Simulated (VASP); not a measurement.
# Pt3Pb (Pm-3m) in VASP: single point with LDA

Aim: the single point of Pt3Pb with LDA.

Program: VASP 6.6.1. These are calculated values, not measurements. Logs are shortened: lines on timing, memory, paths and dates and some standing lists are left out, and cuts for length are marked.

## (1) The cell of the first run

It takes space group Pm-3m (No. 221, cubic). Conventional cell: a = 4.101 Å, b = 4.101 Å, c = 4.101 Å, α = 90.00°, β = 90.00°, γ = 90.00°. Pb (site symmetry m-3m) has 12 Pt at 2.90 Å within 3.8 Å. Pt (site symmetry 4/mmm) has 4 Pb at 2.90 Å and 8 Pt at 2.90 Å within 3.8 Å.

## (2) Single point, LDA

The input, INCAR:

```
ALGO = Normal
EDIFF = 1E-6
ENCUT = 520
GGA = CA
ISIF = 2
ISMEAR = -1
LASPH = True
LCHARG = True
LELF = True
LREAL = False
LVHAR = True
LWAVE = False
NBANDS = 30
NELM = 100
PREC = Accurate
SIGMA = 0.0894
```

The input, KPOINTS:

```
k-points
0
Gamma
  5 5 5
```

The input, POSCAR:

```
Pt3Pb
1.0
    4.1013203200      0.0000000000      0.0000000000
    0.0000000000      4.1013203200      0.0000000000
    0.0000000000      0.0000000000      4.1013203200
Pb Pt
1 3
Direct
    0.0000000000      0.0000000000      0.0000000000
    0.0000000000      0.5000000000      0.5000000000
    0.5000000000      0.0000000000      0.5000000000
    0.5000000000      0.5000000000      0.0000000000
```

Potentials or basis: VASP PAW LDA potentials, release 64 (Pb_d, Pt).

Started as:

```
$ cat potpaw_LDA.64/Pb_d/POTCAR potpaw_LDA.64/Pt/POTCAR > POTCAR
$ mpirun -np 1 vasp_std > vasp.out
```

OUTCAR:

```text
EDIFF = 1E-6
   ENCUT = 520
   GGA = CA
   ISIF = 2
   ISMEAR = -1
   LASPH = True
   LREAL = False
   NELM = 100
   PREC = Accurate

 ion  position               nearest neighbor table
   1  0.000  0.000  0.000-   2 2.90   3 2.90   4 2.90   2 2.90   3 2.90   2 2.90   4 2.90   2 2.90
                             3 2.90   4 2.90   3 2.90   4 2.90
   2  0.000  0.500  0.500-   1 2.90   3 2.90   4 2.90   1 2.90   4 2.90   1 2.90   3 2.90   1 2.90
                             3 2.90   4 2.90   4 2.90   3 2.90
   3  0.500  0.000  0.500-   1 2.90   2 2.90   4 2.90   1 2.90   4 2.90   2 2.90   4 2.90   4 2.90
                             1 2.90   2 2.90   1 2.90   2 2.90
   4  0.500  0.500  0.000-   1 2.90   2 2.90   3 2.90   2 2.90   3 2.90   1 2.90   3 2.90   3 2.90
                             1 2.90   2 2.90   2 2.90   1 2.90

  LATTYP: Found a simple cubic cell.
 ALAT       =     4.1013203200

  Lattice vectors:

 A1 = (   4.1013203200,   0.0000000000,   0.0000000000)
 A2 = (   0.0000000000,   4.1013203200,   0.0000000000)
 A3 = (   0.0000000000,   0.0000000000,   4.1013203200)

Analysis of symmetry for initial positions (statically):
=====================================================================
 Subroutine PRICEL returns:
 Original cell was already a primitive cell.

 Routine SETGRP: Setting up the symmetry group for a
 simple cubic supercell.

 Subroutine GETGRP returns: Found 48 space group operations
 (whereof 48 operations were pure point group operations)
 out of a pool of 48 trial point group operations.

The static configuration has the point symmetry O_h .

Analysis of symmetry for dynamics (positions and initial velocities):
=====================================================================
 Subroutine PRICEL returns:
 Original cell was already a primitive cell.

 Routine SETGRP: Setting up the symmetry group for a
 simple cubic supercell.

 Subroutine GETGRP returns: Found 48 space group operations
 (whereof 48 operations were pure point group operations)
 out of a pool of 48 trial point group operations.

The dynamic configuration has the point symmetry O_h .

 Subroutine INISYM returns: Found 48 space group operations
 (whereof 48 operations are pure point group operations),
 and found     1 'primitive' translations

----------------------------------------------------------------------------------------

                                     Primitive cell

  volume of cell :      68.9876

  direct lattice vectors                    reciprocal lattice vectors
     4.101320320  0.000000000  0.000000000     0.243823921  0.000000000  0.000000000
     0.000000000  4.101320320  0.000000000     0.000000000  0.243823921  0.000000000
     0.000000000  0.000000000  4.101320320     0.000000000  0.000000000  0.243823921

  length of vectors
     4.101320320  4.101320320  4.101320320     0.243823921  0.243823921  0.243823921

  position of ions in fractional coordinates (direct lattice)
     0.000000000  0.000000000  0.000000000
     0.000000000  0.500000000  0.500000000
     0.500000000  0.000000000  0.500000000
     0.500000000  0.500000000  0.000000000

  ion indices of the primitive-cell ions
   primitive index   ion index
                 1           1
                 2           2
                 3           3
                 4           4

----------------------------------------------------------------------------------------

 KPOINTS: k-points

Automatic generation of k-mesh.
 Grid dimensions read from file:
 generate k-points for:    5    5    5

 Generating k-lattice:

  Cartesian coordinates                     Fractional coordinates (reciprocal lattice)
     0.048764784  0.000000000  0.000000000     0.200000000  0.000000000  0.000000000
     0.000000000  0.048764784  0.000000000     0.000000000  0.200000000  0.000000000
     0.000000000  0.000000000  0.048764784     0.000000000  0.000000000  0.200000000

  Length of vectors
     0.048764784  0.048764784  0.048764784

  Shift w.r.t. Gamma in fractional coordinates (k-lattice)
     0.000000000  0.000000000  0.000000000

 Subroutine IBZKPT returns following result:
 ===========================================

 Found     10 irreducible k-points:

 Following reciprocal coordinates:
            Coordinates               Weight
  0.000000  0.000000  0.000000      1.000000
  0.200000  0.000000  0.000000      6.000000
  0.400000  0.000000  0.000000      6.000000
  0.200000  0.200000  0.000000     12.000000
  0.400000  0.200000  0.000000     24.000000
  0.400000  0.400000  0.000000     12.000000
  0.200000  0.200000  0.200000      8.000000
  0.400000  0.200000  0.200000     24.000000
  0.400000  0.400000  0.200000     24.000000
  0.400000  0.400000  0.400000      8.000000
   k-points           NKPTS =     10   k-points in BZ     NKDIM =     10   number of bands    NBANDS=     30
   number of dos      NEDOS =    301   number of ions     NIONS =      4
   total plane-waves  NPLWV =  32768
   dimension x,y,z NGX =    32 NGY =   32 NGZ =   32
   dimension x,y,z NGXF=    64 NGYF=   64 NGZF=   64
   ions per type =               1   3
   NGX,Y,Z   is equivalent  to a cutoff of  12.97, 12.97, 12.97 a.u.
   NGXF,Y,Z  is equivalent  to a cutoff of  25.94, 25.94, 25.94 a.u.
 SYSTEM =  unknown system
   PREC   = accura    normal or accurate (medium, high low for compatibility)
   ISTART =      0    job   : 0-new  1-cont  2-samecut
   ICHARG =      2    charge: 1-file 2-atom 10-const
   ISPIN  =      1    spin polarized calculation?
   LNONCOLLINEAR =      F non collinear calculations
   LSORBIT =      F    spin-orbit coupling
   LASPH  =      T    aspherical Exc in radial PAW
   ENCUT  =  520.0 eV  38.22 Ry    6.18 a.u.   7.63  7.63  7.63*2*pi/ulx,y,z
   NELM   =    100;   NELMIN=  2; NELMDL= -5     # of ELM steps
   EDIFF  = 0.1E-05   stopping-criterion for ELM
   LREAL  =      F    real-space projection
   EDIFFG = 0.1E-04   stopping-criterion for IOM
   NSW    =      0    number of steps for IOM
   IBRION =     -1    ionic relax: 0-MD 1-quasi-New 2-CG
   NFREE  =      0    steps in history (QN), initial steepest desc. (CG)
   ISIF   =      2    stress and relaxation
   ISYM   =      2    0-nonsym 1-usesym 2-fastsym
   POTIM  = 0.5000    time-step for ionic-motion
   TEBEG  =    0.0;   TEEND  =   0.0 temperature during run
   PSTRESS=    0.0 pullay stress
   NELECT =      44.0000    total number of electrons
   NUPDOWN=      -1.0000    fix difference up-down
   EMIN   =  10.00;   EMAX   =-10.00  energy-range for DOS
   EFERMI =   0.00;   METHOD = LEGACY
   ISMEAR =    -1;   SIGMA  =   0.09  broadening in eV -4-tet -1-fermi 0-gaus
   EFERMI_NEDOS =   21; number of points for ismear=-14 and -15
   IALGO  =     38    algorithm
   IMIX   =      4    mixing-type and parameters
     AMIX     =   0.40;   BMIX     =  1.00
     AMIX_MAG =   1.60;   BMIX_MAG =  1.00
  volume/ion in A,a.u.               =      17.25       116.39
  Fermi-wavevector in a.u.,A,eV,Ry     =   1.409187  2.662978 27.018567  1.985809
  Thomas-Fermi vector in A             =   2.531269
   LORBIT       =      0    0 simple, 1 ext, 2 COOP (PROOUT), +10 PAW based schemes
   GGA     = CA    functional components
   LHFCALC =     F    Hartree Fock is set to
   AEXX    =    0.0000 exact exchange contribution
   IVDW    =     0    specifies the selected vdW correction
   LEPSILON=     F    determine dielectric tensor
   LRPA    =     F    only Hartree local field effects (RPA)
 non-spin polarized calculation
  energy-cutoff  :      520.00
  volume of cell :       68.99
 maximum number of plane-waves:      1875
 NGX is ok and might be reduce to    32
   NGX = 15   NGY = 15   NGZ = 15

 number of electron      43.9999992 magnetization

 Free energy of the ion-electron system (eV)
  ---------------------------------------------------
  ext. energy  EPLUGINS =         0.00000000
  ---------------------------------------------------
  free energy    TOTEN  =       -27.07963014 eV

  energy without entropy =      -27.04183130  energy(sigma->0) =      -27.06073072

 E-fermi :  10.5903     XC(G=0): -13.0358

 val. band max:       10.5406718963   @ k =   0.4000   0.4000   0.4000
 cond. band min:      10.6655726366   @ k =   0.0000   0.0000   0.0000
 fundamental gap:      0.1249007403
 Fermi energy:        10.5902967566

 k-point     1 :       0.0000    0.0000    0.0000
  band No.  band energies     occupation
      1      -6.5668      2.00000
      2      -6.5668      2.00000
      3      -6.5187      2.00000
      4      -6.5187      2.00000
      5      -6.5187      2.00000
      6      -1.4868      2.00000
[... 22 lines left out ...]
     29      18.3461      0.00000
     30      18.3461      0.00000

 k-point     2 :       0.2000    0.0000    0.0000
  band No.  band energies     occupation
      1      -6.5527      2.00000
      2      -6.5306      2.00000
      3      -6.5158      2.00000
      4      -6.5067      2.00000
      5      -6.5067      2.00000
      6      -1.0916      2.00000
[... 22 lines left out ...]
     29      18.2655      0.00000
     30      19.1666      0.00000

 k-point     3 :       0.4000    0.0000    0.0000
  band No.  band energies     occupation
      1      -6.5300      2.00000
      2      -6.5110      2.00000
      3      -6.4871      2.00000
      4      -6.4871      2.00000
      5      -6.4722      2.00000
      6      -0.1139      2.00000
[... 22 lines left out ...]
     29      18.3742      0.00000
     30      18.7267      0.00000

 k-point     4 :       0.2000    0.2000    0.0000
  band No.  band energies     occupation
      1      -6.5376      2.00000
      2      -6.5064      2.00000
      3      -6.5063      2.00000
      4      -6.5031      2.00000
      5      -6.5016      2.00000
      6      -0.7229      2.00000
[... 154 lines left out ...]
     29      19.9454      0.00000
     30      20.3189      0.00000

 k-point     9 :       0.4000    0.4000    0.2000
  band No.  band energies     occupation
      1      -6.5453      2.00000
      2      -6.5120      2.00000
      3      -6.5107      2.00000
      4      -6.4655      2.00000
      5      -6.4160      2.00000
      6       0.6948      2.00000
[... 22 lines left out ...]
     29      19.6126      0.00000
     30      21.9467      0.00000

 k-point    10 :       0.4000    0.4000    0.4000
  band No.  band energies     occupation
      1      -6.5498      2.00000
      2      -6.5498      2.00000
      3      -6.5484      2.00000
      4      -6.4245      2.00000
      5      -6.4245      2.00000
      6       0.6222      2.00000
[... 22 lines left out ...]
     29      22.6839      0.00000
     30      22.6864      0.00000

------------------------ aborting loop because EDIFF is reached ----------------------------------------

  FORCE on cell =-STRESS in cart. coord.  units (eV):
  Direction    XX          YY          ZZ          XY          YZ          ZX
  --------------------------------------------------------------------------------------
  -------------------------------------------------------------------------------------
  Total       -3.6361376     -3.6361376     -3.6361376      0.0000000     -0.0000000      0.0000000
  in kB      -84.4461431    -84.4461431    -84.4461431      0.0000000     -0.0000000      0.0000000
  external PRESSURE =     -84.4461431 kB  Pullay stress =       0.0000000 kB

 VOLUME and BASIS-vectors are now :
 -----------------------------------------------------------------------------
  energy-cutoff  :      520.00
  volume of cell :       68.99
      direct lattice vectors                 reciprocal lattice vectors
     4.101320320  0.000000000  0.000000000     0.243823921  0.000000000  0.000000000
     0.000000000  4.101320320  0.000000000     0.000000000  0.243823921  0.000000000
     0.000000000  0.000000000  4.101320320     0.000000000  0.000000000  0.243823921

 POSITION                                       TOTAL-FORCE (eV/Angst)
 -----------------------------------------------------------------------------------
      0.00000      0.00000      0.00000         0.000000      0.000000      0.000000
      0.00000      2.05066      2.05066         0.000000      0.000000      0.000000
      2.05066      0.00000      2.05066         0.000000      0.000000      0.000000
      2.05066      2.05066      0.00000         0.000000      0.000000      0.000000
 -----------------------------------------------------------------------------------
    total drift:                                0.000000     -0.000000     -0.000000

  FREE ENERGIE OF THE ION-ELECTRON SYSTEM (eV)
  ---------------------------------------------------
  free  energy   TOTEN  =       -27.0796301363 eV

  energy  without entropy=      -27.0418312952  energy(sigma->0) =      -27.06073072
```

Run time: 29 s. Hardware: 1 thread of Intel Xeon 8259CL, shared host; peak memory 0.16 GiB.

What came out:

```
Free energy            : -27.0796 eV
Pressure               : -8.4 GPa
Band gap on the k mesh : zero (band 22 reaches 10.67 eV, above the bottom of band 23 at 10.54 eV)
```

Caveat: spin-orbit coupling is left out, which moves the levels of the heavy elements.
